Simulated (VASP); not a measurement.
A run of VASP 6.6.1 is set up as follows.

INCAR

```
  ALGO = Normal
  EDIFF = 1E-7
  ENCUT = 520
  GGA = RE
  ISIF = 2
  ISMEAR = -5
  ISPIN = 2
  LASPH = True
  LCHARG = True
  LDAU = True
  LDAUJ = 0 0
  LDAUL = 2 -1
  LDAUPRINT = 1
  LDAUTYPE = 2
  LDAUU = 4 0
  LELF = True
  LMAXMIX = 4
  LORBIT = 11
  LREAL = False
  LVHAR = True
  LWAVE = False
  MAGMOM = 4 0
  NBANDS = 20
  NELM = 150
  PREC = Accurate
  SIGMA = 0.1
```

Contents of KPOINTS:

```
k-points
0
Gamma
  9 9 9
```

File POSCAR:

```
MnS
1.0
    0.0000000000      2.6555815960      2.6555815960
    2.6555815960      0.0000000000      2.6555815960
    2.6555815960      2.6555815960      0.0000000000
Mn S
1 1
Direct
    0.0000000000      0.0000000000      0.0000000000
    0.5000000000      0.5000000000      0.5000000000
```

Potentials or basis: VASP PAW PBE potentials, release 64 (Mn_pv, S).

The run is started by

```sh
$ cat potpaw_PBE.64/Mn_pv/POTCAR potpaw_PBE.64/S/POTCAR > POTCAR
$ mpirun -np 1 vasp_std > vasp.out
```

(1) Estimate the net moment.

(2) Predict the pressure.

Answers

(1) 5.00 μB per cell.

(2) 1.3 GPa.

Caveat: the PAW data sets were made with another functional, which shifts forces and pressure a little; a cell with one magnetic atom can't hold antiferromagnetic order, which such compounds often take.
